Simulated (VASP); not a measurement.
# CoSi2 (C2/m) in VASP: single point with r2SCAN

Aim: the single point of CoSi2 with r2SCAN.

All numbers are computed with VASP 6.6.1; they aren't measurements. Logs are shortened: lines on timing, memory, paths and dates and some standing lists are left out, and cuts for length are marked.

### 1 The cell of the first run

The typed cell holds 3 atoms: a = 3.849 Å, b = 3.849 Å, c = 3.744 Å, α = 59.23°, β = 120.77°, γ = 120.00°.

### 2 Single point, r2SCAN

POSCAR reads:

```
CoSi2
1.0
    3.8492742244      0.0000026807      0.0059788128
   -1.9246347906      3.3335706049     -0.0059788128
   -1.9200049550      1.1085153776      3.0173031139
Co Si
1 2
Direct
    0.0000000000      0.0000000000      0.0000000000
    0.7458816676      0.2541183324      0.2394197014
    0.2541183324      0.7458816676      0.7605802986
```

INCAR.step1 reads:

```
PREC = Accurate
ENCUT = 520
ISMEAR = 0
SIGMA = 0.1
LREAL = False
LASPH = True
NELM = 100
NBANDS = 16
GGA = PE
ALGO = Normal
EDIFF = 1E-4
LWAVE = True
LCHARG = False
```

INCAR.step2 reads:

```
PREC = Accurate
ENCUT = 520
EDIFF = 1E-7
ISMEAR = 0
SIGMA = 0.1
LREAL = False
LASPH = True
NELM = 100
ALGO = Normal
ISIF = 2
LWAVE = False
LCHARG = True
METAGGA = R2SCAN
LMIXTAU = True
LELF = True
LVHAR = True
NBANDS = 16
ISTART = 1
```

KPOINTS reads:

```
Automatic mesh
0
Gamma
  9 9 12
```

Potentials or basis: VASP PAW PBE potentials, release 64 (Co, Si).

Started as:

```sh
cat potpaw_PBE.64/Co/POTCAR potpaw_PBE.64/Si/POTCAR > POTCAR
cp INCAR.step1 INCAR
mpirun -np 1 vasp_std > vasp.out
cp INCAR.step2 INCAR
mpirun -np 1 vasp_std > vasp.out
```

OUTCAR:

```text
PREC = Accurate
   ENCUT = 520
   EDIFF = 1E-7
   ISMEAR = 0
   LREAL = False
   LASPH = True
   NELM = 100
   ISIF = 2
   METAGGA = R2SCAN
   ISTART = 1

 ion  position               nearest neighbor table
   1  0.000  0.000  0.000-   3 2.30   2 2.30   2 2.34   3 2.34   2 2.34   3 2.34   3 2.34   2 2.34

   2  0.746  0.254  0.239-   1 2.30   1 2.34   1 2.34   1 2.34   3 2.65   3 2.65   3 2.65   3 2.72
                             3 2.72   3 2.73
   3  0.254  0.746  0.761-   1 2.30   1 2.34   1 2.34   1 2.34   2 2.65   2 2.65   2 2.65   2 2.72
                             2 2.72   2 2.73

  LATTYP: Found a base centered monoclinic cell.
 ALAT       =     6.4457393239
 B/A-ratio  =     0.5971819017
 C/A-ratio  =     0.5808862543
 COS(beta)  =    -0.5508120914

  Lattice vectors:

 A1 = (  -0.0046298356,   2.2250552273,  -3.0232819267)
 A2 = (  -1.9292692694,  -1.1085180583,  -3.0232819267)
 A3 = (  -1.9200049550,   1.1085153776,   3.0173031139)

Analysis of symmetry for initial positions (statically):
=====================================================================
 Subroutine PRICEL returns:
 Original cell was already a primitive cell.

 Routine SETGRP: Setting up the symmetry group for a
 base centered monoclinic supercell.

 Subroutine GETGRP returns: Found  4 space group operations
 (whereof  4 operations were pure point group operations)
 out of a pool of  4 trial point group operations.

The static configuration has the point symmetry C_2h.

Analysis of symmetry for dynamics (positions and initial velocities):
=====================================================================
 Subroutine PRICEL returns:
 Original cell was already a primitive cell.

 Routine SETGRP: Setting up the symmetry group for a
 base centered monoclinic supercell.

 Subroutine GETGRP returns: Found  4 space group operations
 (whereof  4 operations were pure point group operations)
 out of a pool of  4 trial point group operations.

The dynamic configuration has the point symmetry C_2h.

 Subroutine INISYM returns: Found  4 space group operations
 (whereof  4 operations are pure point group operations),
 and found     1 'primitive' translations

----------------------------------------------------------------------------------------

                                     Primitive cell

  volume of cell :      38.7686

  direct lattice vectors                    reciprocal lattice vectors
     3.849274224  0.000002681  0.005978813     0.259618176  0.150087782  0.110063045
    -1.924634791  3.333570605 -0.005978813     0.000170745  0.299879826 -0.110063045
    -1.920004955  1.108515378  3.017303114    -0.000514097  0.000296814  0.330985609

  length of vectors
     3.849278868  3.849278868  3.744241372     0.319439843  0.319439843  0.330986141

  position of ions in fractional coordinates (direct lattice)
     0.000000000  0.000000000  0.000000000
     0.745881668  0.254118332  0.239419701
     0.254118332  0.745881668  0.760580299

  ion indices of the primitive-cell ions
   primitive index   ion index
                 1           1
                 2           2
                 3           3

----------------------------------------------------------------------------------------

 KPOINTS: Automatic mesh

Automatic generation of k-mesh.
 Grid dimensions read from file:
 generate k-points for:    9    9   12

 Generating k-lattice:

  Cartesian coordinates                     Fractional coordinates (reciprocal lattice)
     0.028846464  0.016676420  0.012229227     0.111111111 -0.000000000  0.000000000
     0.000018972  0.033319981 -0.012229227     0.000000000  0.111111111  0.000000000
    -0.000042841  0.000024735  0.027582134    -0.000000000  0.000000000  0.083333333

  Length of vectors
     0.035493316  0.035493316  0.027582178

  Shift w.r.t. Gamma in fractional coordinates (k-lattice)
     0.000000000  0.000000000  0.000000000

 Subroutine IBZKPT returns following result:
 ===========================================

 Found    275 irreducible k-points:

 Following reciprocal coordinates:
            Coordinates               Weight
  0.000000  0.000000  0.000000      1.000000
  0.111111  0.000000  0.000000      4.000000
  0.222222 -0.000000  0.000000      4.000000
  0.333333 -0.000000  0.000000      4.000000
  0.444444 -0.000000  0.000000      4.000000
  0.111111  0.111111  0.000000      2.000000
[... 16 lines left out ...]
 -0.333333  0.333333  0.000000      2.000000
  0.444444  0.444444  0.000000      2.000000
 [... further k-points ...]
   k-points           NKPTS =    275   k-points in BZ     NKDIM =    275   number of bands    NBANDS=     16
   number of dos      NEDOS =    301   number of ions     NIONS =      3
   total plane-waves  NPLWV =  25200
   dimension x,y,z NGX =    30 NGY =   30 NGZ =   28
   dimension x,y,z NGXF=    60 NGYF=   60 NGZF=   56
   ions per type =               1   2
   NGX,Y,Z   is equivalent  to a cutoff of  12.96, 12.96, 12.43 a.u.
   NGXF,Y,Z  is equivalent  to a cutoff of  25.91, 25.91, 24.86 a.u.
 SYSTEM =  unknown system
   PREC   = accura    normal or accurate (medium, high low for compatibility)
   ISTART =      1    job   : 0-new  1-cont  2-samecut
   ICHARG =      0    charge: 1-file 2-atom 10-const
   ISPIN  =      1    spin polarized calculation?
   LNONCOLLINEAR =      F non collinear calculations
   LSORBIT =      F    spin-orbit coupling
   LASPH  =      T    aspherical Exc in radial PAW
   ENCUT  =  520.0 eV  38.22 Ry    6.18 a.u.   7.16  7.16  6.96*2*pi/ulx,y,z
   NELM   =    100;   NELMIN=  2; NELMDL=  0     # of ELM steps
   EDIFF  = 0.1E-06   stopping-criterion for ELM
   LREAL  =      F    real-space projection
   EDIFFG = 0.1E-05   stopping-criterion for IOM
   NSW    =      0    number of steps for IOM
   IBRION =     -1    ionic relax: 0-MD 1-quasi-New 2-CG
   NFREE  =      0    steps in history (QN), initial steepest desc. (CG)
   ISIF   =      2    stress and relaxation
   ISYM   =      2    0-nonsym 1-usesym 2-fastsym
   POTIM  = 0.5000    time-step for ionic-motion
   TEBEG  =    0.0;   TEEND  =   0.0 temperature during run
   PSTRESS=    0.0 pullay stress
   NELECT =      17.0000    total number of electrons
   NUPDOWN=      -1.0000    fix difference up-down
   EMIN   =  10.00;   EMAX   =-10.00  energy-range for DOS
   EFERMI =   0.00;   METHOD = LEGACY
   ISMEAR =     0;   SIGMA  =   0.10  broadening in eV -4-tet -1-fermi 0-gaus
   EFERMI_NEDOS =   21; number of points for ismear=-14 and -15
   IALGO  =     38    algorithm
   IMIX   =      4    mixing-type and parameters
     AMIX     =   0.40;   BMIX     =  1.00
     AMIX_MAG =   1.60;   BMIX_MAG =  1.00
  volume/ion in A,a.u.               =      12.92        87.21
  Fermi-wavevector in a.u.,A,eV,Ry     =   1.243745  2.350337 21.046868  1.546901
  Thomas-Fermi vector in A             =   2.378042
   LORBIT       =      0    0 simple, 1 ext, 2 COOP (PROOUT), +10 PAW based schemes
   METAGGA = R2SCAN    functional components
   LHFCALC =     F    Hartree Fock is set to
   AEXX    =    0.0000 exact exchange contribution
   IVDW    =     0    specifies the selected vdW correction
   LEPSILON=     F    determine dielectric tensor
   LRPA    =     F    only Hartree local field effects (RPA)
 non-spin polarized calculation
 Gauss-broadening in eV      SIGMA  =   0.10
  energy-cutoff  :      520.00
  volume of cell :       38.77
 maximum number of plane-waves:      1057
 NGX is ok and might be reduce to    30
   NGX = 15   NGY = 15   NGZ = 13

 number of electron      17.0000001 magnetization

 Free energy of the ion-electron system (eV)
  ---------------------------------------------------
  ext. energy  EPLUGINS =         0.00000000
  ---------------------------------------------------
  free energy    TOTEN  =       -31.95672999 eV

  energy without entropy =      -31.95034917  energy(sigma->0) =      -31.95353958

 E-fermi :   9.8473     XC(G=0): -12.4976

 val. band max:        9.8389518893   @ k =  -0.4444   0.3333   0.1667
 cond. band min:       9.8506408440   @ k =  -0.3333   0.3333   0.5000
 fundamental gap:      0.0116889547
 Fermi energy:         9.8472665695

 k-point     1 :       0.0000    0.0000    0.0000
  band No.  band energies     occupation
      1      -3.8376      2.00000
      2       5.5786      2.00000
      3       5.6014      2.00000
      4       5.8265      2.00000
      5       7.8922      2.00000
      6       7.9040      2.00000
[... 8 lines left out ...]
     15      16.0997      0.00000
     16      16.1996      0.00000

 k-point     2 :       0.1111    0.0000    0.0000
  band No.  band energies     occupation
      1      -3.6448      2.00000
      2       5.1283      2.00000
      3       5.6704      2.00000
      4       5.8718      2.00000
      5       7.8377      2.00000
      6       7.8560      2.00000
[... 8 lines left out ...]
     15      15.5254      0.00000
     16      15.9116      0.00000

 k-point     3 :       0.2222   -0.0000    0.0000
  band No.  band energies     occupation
      1      -3.0724      2.00000
      2       3.9237      2.00000
      3       5.8660      2.00000
      4       6.0287      2.00000
      5       7.7442      2.00000
      6       7.7911      2.00000
[... 8 lines left out ...]
     15      16.6974      0.00000
     16      17.4780      0.00000

 k-point     4 :       0.3333   -0.0000    0.0000
  band No.  band energies     occupation
      1      -2.1409      2.00000
      2       2.3377      2.00000
      3       6.0860      2.00000
      4       6.1838      2.00000
      5       7.7890      2.00000
      6       7.8772      2.00000
[... 8 lines left out ...]
     15      18.3550      0.00000
     16      19.4100      0.00000
[... 324 lines left out ...]
 k-point    22 :      -0.4444    0.3333   -0.0000
  band No.  band energies     occupation
      1      -0.6833      2.00000
      2       3.0172      2.00000
      3       3.9889      2.00000
      4       5.7541      2.00000
      5       6.1602      2.00000
      6       7.9744      2.00000
[... 8 lines left out ...]
     15      20.6886      0.00000
     16      23.1118      0.00000

 k-point    23 :      -0.3333    0.3333    0.0000
  band No.  band energies     occupation
      1      -1.5601      2.00000
      2       3.7179      2.00000
      3       4.9824      2.00000
      4       5.6682      2.00000
      5       6.0081      2.00000
      6       8.3331      2.00000
[... 8 lines left out ...]
     15      18.8114      0.00000
     16      21.6233      0.00000

 k-point    24 :       0.4444    0.4444    0.0000
  band No.  band energies     occupation
      1       0.5161      2.00000
      2       2.4723      2.00000
      3       2.8333      2.00000
      4       5.7246      2.00000
      5       6.3145      2.00000
      6       7.8553      2.00000
[... 8 lines left out ...]
     15      21.4576      0.00000
     16      22.1878      0.00000

 [... further k-points ...]
[... 5 lines left out ...]
  --------------------------------------------------------------------------------------
  -------------------------------------------------------------------------------------
  Total       -2.1310454     -2.1202936     -0.0304156      0.0093114     -0.0014357      0.0024865
  in kB      -88.0691303    -87.6247923     -1.2569777      0.3848080     -0.0593319      0.1027571
  external PRESSURE =     -58.9836334 kB  Pullay stress =       0.0000000 kB

 VOLUME and BASIS-vectors are now :
 -----------------------------------------------------------------------------
  energy-cutoff  :      520.00
  volume of cell :       38.77
      direct lattice vectors                 reciprocal lattice vectors
     3.849274224  0.000002681  0.005978813     0.259618176  0.150087782  0.110063045
    -1.924634791  3.333570605 -0.005978813     0.000170745  0.299879826 -0.110063045
    -1.920004955  1.108515378  3.017303114    -0.000514097  0.000296814  0.330985609

 POSITION                                       TOTAL-FORCE (eV/Angst)
 -----------------------------------------------------------------------------------
      0.00000      0.00000      0.00000         0.000000     -0.000000      0.000000
      1.92233      1.11252      0.72534        -0.001778      0.001027     -0.002672
     -1.91770      3.32956      2.29196         0.001778     -0.001027      0.002672
 -----------------------------------------------------------------------------------
    total drift:                               -0.000000     -0.000000      0.000000

  FREE ENERGIE OF THE ION-ELECTRON SYSTEM (eV)
  ---------------------------------------------------
  free  energy   TOTEN  =       -31.9567299852 eV

  energy  without entropy=      -31.9503491697  energy(sigma->0) =      -31.95353958
```

Wall time 9.7 min (1 thread of Intel Xeon Platinum 8375C at 2.90GHz (Ice Lake), shared host); peak memory 0.29 GiB.

Results:

| Item | Value |
| --- | --- |
| Free energy | -31.9567 eV |
| Pressure | -5.9 GPa |
| Largest force | 0.003 eV/Å |
| Band gap on the k mesh | zero (an odd number of electrons rules out a gap without spin polarisation) |

Forces in eV/Å, atoms in the order of the input:
```
Co   0.000  0.000  0.000
Si  -0.002  0.001 -0.003
Si   0.002 -0.001  0.003
```

Stress tensor (GPa, compression positive):
```
-8.81  0.04  0.01
 0.04 -8.76 -0.01
 0.01 -0.01 -0.13
```

Caveat: the stress differs along the axes, from -9 to -0 GPa; the PAW data sets were made with another functional, which shifts forces and pressure a little; an odd number of electrons without spin polarisation forces a metal; a magnetic or distorted state may lie lower.
